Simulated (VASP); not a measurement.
# GaN (P6_3mc) in VASP: notebook

The runs below take GaN through single point, with r2SCAN.

All numbers are computed with VASP 6.6.1; they aren't measurements. Logs are shortened: lines on timing, memory, paths and dates and some standing lists are left out, and cuts for length are marked.

## (1) The cell of the first run

Symmetry: P6_3mc, No. 186, hexagonal system. Conventional cell: a = 3.360 Å, b = 3.360 Å, c = 4.651 Å, α = 90.00°, β = 90.00°, γ = 120.00°. Ga (site symmetry 3m) has 4 N at 1.75 to 2.02 Å within 2.3 Å. N (site symmetry 3m) has 4 Ga at 1.75 to 2.02 Å within 2.3 Å.

## (2) Single point, r2SCAN

POSCAR reads:

```
GaN
1.0
    3.3602925847      0.0000000000      0.0000000000
   -1.6801462924      2.9100987424      0.0000000000
    0.0000000000      0.0000000000      4.6513296194
Ga N
2 2
Direct
    0.3333333333      0.6666666667      0.9991101048
    0.6666666667      0.3333333333      0.4991101048
    0.3333333333      0.6666666667      0.3758898952
    0.6666666667      0.3333333333      0.8758898952
```

INCAR.step1 reads:

```
  PREC = Accurate
  ENCUT = 520
  ISMEAR = 0
  SIGMA = 0.05
  LREAL = F
  LASPH = T
  NELM = 60
  NBANDS = 26
  GGA = PE
  ALGO = Normal
  EDIFF = 1E-4
  LWAVE = T
  LCHARG = F
```

INCAR.step2 reads:

```
  PREC = Accurate
  ENCUT = 520
  EDIFF = 1E-6
  ISMEAR = 0
  SIGMA = 0.05
  LREAL = F
  LASPH = T
  NELM = 60
  ALGO = Normal
  ISIF = 2
  LWAVE = F
  LCHARG = F
  METAGGA = R2SCAN
  LMIXTAU = T
  NBANDS = 26
  ISTART = 1
```

KPOINTS reads:

```
regular mesh
0
Gamma
  12 12 6
```

Potentials or basis: VASP PAW PBE potentials, release 64 (Ga_d, N).

Started as:

```console
cat potpaw_PBE.64/Ga_d/POTCAR potpaw_PBE.64/N/POTCAR > POTCAR
cp INCAR.step1 INCAR
mpirun -np 1 vasp_std > vasp.out
cp INCAR.step2 INCAR
mpirun -np 1 vasp_std > vasp.out
```

OUTCAR:

```text
PREC = Accurate
   ENCUT = 520
   EDIFF = 1E-6
   ISMEAR = 0
   LREAL = F
   LASPH = T
   NELM = 60
   ISIF = 2
   METAGGA = R2SCAN
   ISTART = 1

 ion  position               nearest neighbor table
   1  0.333  0.667  0.999-   3 1.75   4 2.02   4 2.02   4 2.02
   2  0.667  0.333  0.499-   4 1.75   3 2.02   3 2.02   3 2.02
   3  0.333  0.667  0.376-   1 1.75   2 2.02   2 2.02   2 2.02
   4  0.667  0.333  0.876-   2 1.75   1 2.02   1 2.02   1 2.02

  LATTYP: Found a hexagonal cell.
 ALAT       =     3.3602925847
 C/A-ratio  =     1.3842037567

  Lattice vectors:

 A1 = (   3.3602925847,   0.0000000000,   0.0000000000)
 A2 = (  -1.6801462924,   2.9100987424,   0.0000000000)
 A3 = (   0.0000000000,   0.0000000000,   4.6513296194)

Analysis of symmetry for initial positions (statically):
=====================================================================
 Subroutine PRICEL returns:
 Original cell was already a primitive cell.

 Routine SETGRP: Setting up the symmetry group for a
 hexagonal supercell.

 Subroutine GETGRP returns: Found 12 space group operations
 (whereof  6 operations were pure point group operations)
 out of a pool of 24 trial point group operations.

The static configuration has the point symmetry C_3v.
 The point group associated with its full space group is C_6v.

Analysis of symmetry for dynamics (positions and initial velocities):
=====================================================================
 Subroutine PRICEL returns:
 Original cell was already a primitive cell.

 Routine SETGRP: Setting up the symmetry group for a
 hexagonal supercell.

 Subroutine GETGRP returns: Found 12 space group operations
 (whereof  6 operations were pure point group operations)
 out of a pool of 24 trial point group operations.

The dynamic configuration has the point symmetry C_3v.
 The point group associated with its full space group is C_6v.

 Subroutine INISYM returns: Found 12 space group operations
 (whereof  6 operations are pure point group operations),
 and found     1 'primitive' translations

----------------------------------------------------------------------------------------

                                     Primitive cell

  volume of cell :      45.4843

  direct lattice vectors                    reciprocal lattice vectors
     3.360292585  0.000000000  0.000000000     0.297593134  0.171815476  0.000000000
    -1.680146292  2.910098742  0.000000000     0.000000000  0.343630952  0.000000000
     0.000000000  0.000000000  4.651329619     0.000000000  0.000000000  0.214992289

  length of vectors
     3.360292585  3.360292585  4.651329619     0.343630952  0.343630952  0.214992289

  position of ions in fractional coordinates (direct lattice)
     0.333333333  0.666666667  0.999110105
     0.666666667  0.333333333  0.499110105
     0.333333333  0.666666667  0.375889895
     0.666666667  0.333333333  0.875889895

  ion indices of the primitive-cell ions
   primitive index   ion index
                 1           1
                 2           2
                 3           3
                 4           4

----------------------------------------------------------------------------------------

 KPOINTS: regular mesh

Automatic generation of k-mesh.
 Grid dimensions read from file:
 generate k-points for:   12   12    6

 Generating k-lattice:

  Cartesian coordinates                     Fractional coordinates (reciprocal lattice)
     0.024799428  0.014317956  0.000000000     0.083333333 -0.000000000  0.000000000
     0.000000000  0.028635913  0.000000000     0.000000000  0.083333333  0.000000000
     0.000000000  0.000000000  0.035832048     0.000000000  0.000000000  0.166666667

  Length of vectors
     0.028635913  0.028635913  0.035832048

  Shift w.r.t. Gamma in fractional coordinates (k-lattice)
     0.000000000  0.000000000  0.000000000

 Subroutine IBZKPT returns following result:
 ===========================================

 Found     76 irreducible k-points:

 Following reciprocal coordinates:
            Coordinates               Weight
  0.000000  0.000000  0.000000      1.000000
  0.083333  0.000000  0.000000      6.000000
  0.166667 -0.000000  0.000000      6.000000
  0.250000 -0.000000  0.000000      6.000000
  0.333333 -0.000000  0.000000      6.000000
  0.416667 -0.000000  0.000000      6.000000
[... 16 lines left out ...]
  0.250000 -0.000000  0.166667     12.000000
  0.333333 -0.000000  0.166667     12.000000
 [... further k-points ...]
   k-points           NKPTS =     76   k-points in BZ     NKDIM =     76   number of bands    NBANDS=     26
   number of dos      NEDOS =    301   number of ions     NIONS =      4
   total plane-waves  NPLWV =  28224
   dimension x,y,z NGX =    28 NGY =   28 NGZ =   36
   dimension x,y,z NGXF=    56 NGYF=   56 NGZF=   72
   ions per type =               2   2
   NGX,Y,Z   is equivalent  to a cutoff of  13.85, 13.85, 12.87 a.u.
   NGXF,Y,Z  is equivalent  to a cutoff of  27.71, 27.71, 25.73 a.u.
 SYSTEM =  unknown system
   PREC   = accura    normal or accurate (medium, high low for compatibility)
   ISTART =      1    job   : 0-new  1-cont  2-samecut
   ICHARG =      0    charge: 1-file 2-atom 10-const
   ISPIN  =      1    spin polarized calculation?
   LNONCOLLINEAR =      F non collinear calculations
   LSORBIT =      F    spin-orbit coupling
   LASPH  =      T    aspherical Exc in radial PAW
   ENCUT  =  520.0 eV  38.22 Ry    6.18 a.u.   6.25  6.25  8.65*2*pi/ulx,y,z
   NELM   =     60;   NELMIN=  2; NELMDL=  0     # of ELM steps
   EDIFF  = 0.1E-05   stopping-criterion for ELM
   LREAL  =      F    real-space projection
   EDIFFG = 0.1E-04   stopping-criterion for IOM
   NSW    =      0    number of steps for IOM
   IBRION =     -1    ionic relax: 0-MD 1-quasi-New 2-CG
   NFREE  =      0    steps in history (QN), initial steepest desc. (CG)
   ISIF   =      2    stress and relaxation
   ISYM   =      2    0-nonsym 1-usesym 2-fastsym
   POTIM  = 0.5000    time-step for ionic-motion
   TEBEG  =    0.0;   TEEND  =   0.0 temperature during run
   PSTRESS=    0.0 pullay stress
   NELECT =      36.0000    total number of electrons
   NUPDOWN=      -1.0000    fix difference up-down
   EMIN   =  10.00;   EMAX   =-10.00  energy-range for DOS
   EFERMI =   0.00;   METHOD = LEGACY
   ISMEAR =     0;   SIGMA  =   0.05  broadening in eV -4-tet -1-fermi 0-gaus
   EFERMI_NEDOS =   21; number of points for ismear=-14 and -15
   IALGO  =     38    algorithm
   IMIX   =      4    mixing-type and parameters
     AMIX     =   0.40;   BMIX     =  1.00
     AMIX_MAG =   1.60;   BMIX_MAG =  1.00
  volume/ion in A,a.u.               =      11.37        76.74
  Fermi-wavevector in a.u.,A,eV,Ry     =   1.514334  2.861676 31.200984  2.293208
  Thomas-Fermi vector in A             =   2.624005
   LORBIT       =      0    0 simple, 1 ext, 2 COOP (PROOUT), +10 PAW based schemes
   METAGGA = R2SCAN    functional components
   LHFCALC =     F    Hartree Fock is set to
   AEXX    =    0.0000 exact exchange contribution
   IVDW    =     0    specifies the selected vdW correction
   LEPSILON=     F    determine dielectric tensor
   LRPA    =     F    only Hartree local field effects (RPA)
 non-spin polarized calculation
 Gauss-broadening in eV      SIGMA  =   0.05
  energy-cutoff  :      520.00
  volume of cell :       45.48
 maximum number of plane-waves:      1242
 NGX is ok and might be reduce to    28

 number of electron      36.0000004 magnetization

 Free energy of the ion-electron system (eV)
  ---------------------------------------------------
  ext. energy  EPLUGINS =         0.00000000
  ---------------------------------------------------
  free energy    TOTEN  =       -42.72144012 eV

  energy without entropy =      -42.72144012  energy(sigma->0) =      -42.72144012

 E-fermi :   5.3839     XC(G=0): -12.6354

 val. band max:        5.1687909170   @ k =   0.0000   0.0000   0.0000
 cond. band min:       7.3771381825   @ k =   0.0000   0.0000   0.0000
 fundamental gap:      2.2083472654
 Fermi energy:         5.3838653439

 k-point     1 :       0.0000    0.0000    0.0000
  band No.  band energies     occupation
      1     -11.8937      2.00000
      2     -10.7890      2.00000
      3      -8.7402      2.00000
      4      -8.7401      2.00000
      5      -8.7258      2.00000
      6      -8.6205      2.00000
[... 18 lines left out ...]
     25      16.9776      0.00000
     26      18.8657      0.00000

 k-point     2 :       0.0833    0.0000    0.0000
  band No.  band energies     occupation
      1     -11.8383      2.00000
      2     -10.7818      2.00000
      3      -8.7362      2.00000
      4      -8.7342      2.00000
      5      -8.7047      2.00000
      6      -8.6154      2.00000
[... 18 lines left out ...]
     25      17.1445      0.00000
     26      18.8952      0.00000

 k-point     3 :       0.1667   -0.0000    0.0000
  band No.  band energies     occupation
      1     -11.6850      2.00000
      2     -10.7644      2.00000
      3      -8.7282      2.00000
      4      -8.7149      2.00000
      5      -8.6623      2.00000
      6      -8.5848      2.00000
[... 18 lines left out ...]
     25      17.5466      0.00000
     26      18.4140      0.00000

 k-point     4 :       0.2500   -0.0000    0.0000
  band No.  band energies     occupation
      1     -11.4713      2.00000
      2     -10.7466      2.00000
      3      -8.7233      2.00000
      4      -8.6883      2.00000
      5      -8.6478      2.00000
      6      -8.5547      2.00000
[... 18 lines left out ...]
     25      18.0005      0.00000
     26      18.1295      0.00000
[... 496 lines left out ...]
      1     -11.5823      2.00000
      2     -10.7740      2.00000
      3      -8.7264      2.00000
      4      -8.7260      2.00000
      5      -8.6633      2.00000
      6      -8.5998      2.00000
[... 18 lines left out ...]
     25      17.1557      0.00000
     26      18.0272      0.00000

 k-point    23 :       0.2500   -0.0000    0.1667
  band No.  band energies     occupation
      1     -11.3816      2.00000
      2     -10.7482      2.00000
      3      -8.7158      2.00000
      4      -8.7043      2.00000
      5      -8.6561      2.00000
      6      -8.5612      2.00000
[... 18 lines left out ...]
     25      17.7416      0.00000
     26      17.7819      0.00000

 k-point    24 :       0.3333   -0.0000    0.1667
  band No.  band energies     occupation
      1     -11.1798      2.00000
      2     -10.7321      2.00000
      3      -8.7110      2.00000
      4      -8.6863      2.00000
      5      -8.6513      2.00000
      6      -8.5511      2.00000
[... 18 lines left out ...]
     25      17.8162      0.00000
     26      18.4079      0.00000

 [... further k-points ...]

------------------------ aborting loop because EDIFF is reached ----------------------------------------

  FORCE on cell =-STRESS in cart. coord.  units (eV):
  Direction    XX          YY          ZZ          XY          YZ          ZX
  --------------------------------------------------------------------------------------
  -------------------------------------------------------------------------------------
  Total       -4.4498481     -4.4498481     16.7387300      0.0000000      0.0000000      0.0000000
  in kB     -156.7450498   -156.7450497    589.6185673      0.0000000      0.0000000      0.0000000
  external PRESSURE =      92.0428226 kB  Pullay stress =       0.0000000 kB

 VOLUME and BASIS-vectors are now :
 -----------------------------------------------------------------------------
  energy-cutoff  :      520.00
  volume of cell :       45.48
      direct lattice vectors                 reciprocal lattice vectors
     3.360292585  0.000000000  0.000000000     0.297593134  0.171815476  0.000000000
    -1.680146292  2.910098742  0.000000000     0.000000000  0.343630952  0.000000000
     0.000000000  0.000000000  4.651329619     0.000000000  0.000000000  0.214992289

 POSITION                                       TOTAL-FORCE (eV/Angst)
 -----------------------------------------------------------------------------------
     -0.00000      1.94007      4.64719         0.000000     -0.000000     -3.308198
      1.68015      0.97003      2.32153        -0.000000      0.000000     -3.308198
     -0.00000      1.94007      1.74839         0.000000     -0.000000      3.308198
      1.68015      0.97003      4.07405         0.000000     -0.000000      3.308198
 -----------------------------------------------------------------------------------
    total drift:                                0.000001      0.000001      0.031785

  FREE ENERGIE OF THE ION-ELECTRON SYSTEM (eV)
  ---------------------------------------------------
  free  energy   TOTEN  =       -42.7214401155 eV

  energy  without entropy=      -42.7214401155  energy(sigma->0) =      -42.72144012
```

It took 8.8 min on 1 thread of Intel Xeon 8259CL, shared host; peak memory 0.22 GiB.

What came out:

| Quantity | Value |
| --- | --- |
| Free energy | -42.7214 eV |
| Pressure | 9.2 GPa |
| Largest force | 3.308 eV/Å |
| Band gap on the k mesh | 2.21 eV |

Forces on the atoms (eV/Å):
```
Ga   0.000  0.000 -3.308
Ga   0.000  0.000 -3.308
N    0.000  0.000  3.308
N    0.000  0.000  3.308
```

Stress tensor (GPa, compression positive):
```
-15.67   0.00   0.00
  0.00 -15.67   0.00
  0.00   0.00  58.96
```

Caveat: the stress differs along the axes, from -16 to 59 GPa; the PAW data sets were made with another functional, which shifts forces and pressure a little.

## (3) Single point, r2SCAN

This run uses another cell than the first one, of the same volume but with other edges.

POSCAR reads:

```
GaN
1.0
    2.9954103090      0.0000000000      0.0000000000
   -1.4977051545      2.5941014224      0.0000000000
    0.0000000000      0.0000000000      5.8535409920
Ga N
2 2
Direct
    0.3333333333      0.6666666667      0.9991101048
    0.6666666667      0.3333333333      0.4991101048
    0.3333333333      0.6666666667      0.3758898952
    0.6666666667      0.3333333333      0.8758898952
```

INCAR.step1 reads:

```
ALGO = Normal
EDIFF = 1E-4
ENCUT = 520
GGA = PE
ISMEAR = 0
LASPH = T
LCHARG = F
LREAL = F
LWAVE = T
NBANDS = 26
NELM = 100
PREC = Accurate
SIGMA = 0.05
```

INCAR.step2 reads:

```
ALGO = Normal
EDIFF = 1E-6
ENCUT = 520
ISIF = 2
ISMEAR = 0
ISTART = 1
LASPH = T
LCHARG = T
LELF = T
LMIXTAU = T
LREAL = F
LVHAR = T
LWAVE = F
METAGGA = R2SCAN
NBANDS = 26
NELM = 100
PREC = Accurate
SIGMA = 0.05
```

KPOINTS reads:

```
k-points
0
Gamma
  12 12 6
```

Potentials or basis: VASP PAW PBE potentials, release 64 (Ga_d, N).

Started as:

```console
cat potpaw_PBE.64/Ga_d/POTCAR potpaw_PBE.64/N/POTCAR > POTCAR
cp INCAR.step1 INCAR
mpirun -np 1 vasp_std > vasp.out
cp INCAR.step2 INCAR
mpirun -np 1 vasp_std > vasp.out
```

It took 7.3 min on 1 thread of Intel Xeon 8259CL, shared host; peak memory 0.22 GiB.

The run converged. Its results:

```
Free energy            : -42.6795 eV
Pressure               : 10.0 GPa
Largest force          : 0.729 eV/Å
Band gap on the k mesh : 0.94 eV
```

Forces on the atoms (eV/Å):
```
Ga   0.000  0.000  0.729
Ga   0.000  0.000  0.729
N    0.000  0.000 -0.729
N    0.000  0.000 -0.729
```

Stress tensor (GPa, compression positive):
```
 30.91   0.00   0.00
  0.00  30.91   0.00
  0.00   0.00 -31.78
```

Levels at points of the mesh, in eV from the valence-band top:
```tsv
k point	band 16	band 17	band 18	band 19	band 20	band 21
(0.00, 0.00, 0.00)	-0.53	0.00	0.00	0.94	6.07	8.48
(0.50, 0.00, 0.00)	-2.44	-2.42	-1.44	4.81	5.48	6.23
(0.00, 0.00, 0.50)	-0.27	-0.27	-0.27	4.54	4.54	8.51
(0.50, 0.00, 0.50)	-2.71	-1.95	-1.95	3.84	3.84	7.94
```

Caveat: the stress differs along the axes, from -32 to 31 GPa; the PAW data sets were made with another functional, which shifts forces and pressure a little.

## (4) Single point, r2SCAN

This run uses another cell than the first one, of the same volume but with other edges.

POSCAR reads:

```
GaN
1.0
    3.2728099967      0.0000000000      0.0000000000
   -1.6364049984      2.8343365989      0.0000000000
    0.0000000000      0.0000000000      4.9033141424
Ga N
2 2
Direct
    0.3333333333      0.6666666667      0.9991101048
    0.6666666667      0.3333333333      0.4991101048
    0.3333333333      0.6666666667      0.3758898952
    0.6666666667      0.3333333333      0.8758898952
```

INCAR.step1 reads:

```
SYSTEM = GaN
PREC = Accurate ; ENCUT = 520
ISMEAR = 0 ; SIGMA = 0.05
LREAL = .False. ; LASPH = .True.
NELM = 80 ; NBANDS = 26
GGA = PE ; ALGO = Normal
EDIFF = 1E-4 ; LWAVE = .True.
LCHARG = .False.
```

INCAR.step2 reads:

```
SYSTEM = GaN
PREC = Accurate ; ENCUT = 520
EDIFF = 1E-6 ; ISMEAR = 0
SIGMA = 0.05 ; LREAL = .False.
LASPH = .True. ; NELM = 80
ALGO = Normal ; ISIF = 2
LWAVE = .False. ; LCHARG = .False.
METAGGA = R2SCAN ; LMIXTAU = .True.
NBANDS = 26 ; ISTART = 1
```

KPOINTS reads:

```
Automatic mesh
0
Gamma
  12 12 6
  0 0 0
```

Started as:

```console
cat potpaw_PBE.64/Ga_d/POTCAR potpaw_PBE.64/N/POTCAR > POTCAR
cp INCAR.step1 INCAR
mpirun -np 1 vasp_std > vasp.out
cp INCAR.step2 INCAR
mpirun -np 1 vasp_std > vasp.out
```

It took 6.9 min on 1 thread of Intel Xeon 8259CL, shared host; peak memory 0.22 GiB.

It converged, with:

| Property | Result |
| --- | --- |
| Free energy | -43.5439 eV |
| Pressure | 3.0 GPa |
| Largest force | 1.257 eV/Å |
| Band gap on the k mesh | 2.28 eV |

Forces on the atoms (eV/Å):
```
Ga   0.000  0.000 -1.257
Ga   0.000  0.000 -1.257
N    0.000  0.000  1.257
N    0.000  0.000  1.257
```

Stress tensor (GPa, compression positive):
```
-9.00  0.00  0.00
 0.00 -9.00  0.00
 0.00  0.00 26.93
```

Levels at points of the mesh, in eV from the valence-band top:
```csv
k point,band 14,band 15,band 16,band 17,band 18,band 19,band 20,band 21,band 22,band 23
"(0.00, 0.00, 0.00)",-1.55,-1.55,-0.15,-0.15,0.00,2.28,3.94,9.80,9.80,10.50
"(0.50, 0.00, 0.00)",-5.08,-4.46,-3.26,-2.39,-0.97,4.92,6.06,7.00,9.32,10.76
"(0.00, 0.00, 0.50)",-3.66,-0.87,-0.87,-0.87,-0.87,4.39,4.39,9.61,9.61,10.32
"(0.50, 0.00, 0.50)",-6.81,-2.22,-2.22,-1.73,-1.73,4.92,4.92,8.62,8.62,10.80
```

Caveat: the stress differs along the axes, from -9 to 27 GPa; the PAW data sets were made with another functional, which shifts forces and pressure a little.

(Continued in part 2 of 2.)
